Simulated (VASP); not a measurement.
Here is a VASP 6.6.1 calculation.

INCAR

```
SYSTEM = CdHg3Se4
PREC = Accurate
ENCUT = 520
EDIFF = 1E-6
ISMEAR = 0
SIGMA = 0.1
LREAL = .False.
LASPH = .True.
NELM = 100
ALGO = Normal
ISIF = 2
LWAVE = .False.
LCHARG = .True.
GGA = PE
LELF = .True.
LVHAR = .True.
NBANDS = 46
```

Contents of KPOINTS:

```
regular mesh
0
Gamma
  8 8 4
  0 0 0
```

Contents of POSCAR:

```
CdHg3Se4
1.0
    4.4198559504      0.0000000000      0.0000000000
    0.0000000000      4.4198559504      0.0000000000
    0.0000000000      0.0000000000     12.4648034389
Cd Hg Se
1 3 4
Direct
    0.0000000000      0.0000000000      0.0000000000
    0.5000000000      0.5000000000      0.7514151957
    0.0000000000      0.0000000000      0.5000000000
    0.5000000000      0.5000000000      0.2485848043
    0.5000000000      0.0000000000      0.8773528895
    0.0000000000      0.5000000000      0.6257109190
    0.5000000000      0.0000000000      0.3742890810
    0.0000000000      0.5000000000      0.1226471105
```

Potentials or basis: VASP PAW PBE potentials, release 64 (Cd, Hg, Se).

Launch:

```sh
$ cat potpaw_PBE.64/Cd/POTCAR potpaw_PBE.64/Hg/POTCAR potpaw_PBE.64/Se/POTCAR > POTCAR
$ mpirun -np 1 vasp_std > vasp.out
```

(1) Predict the band gap on the k mesh.

(2) Predict the pressure.

Answers

(1) zero (filled and empty bands touch).

(2) 0.2 GPa.

Caveat: semilocal functionals underestimate gaps, and a narrow one can read as zero; spin-orbit coupling is left out, which moves the levels of the heavy elements.
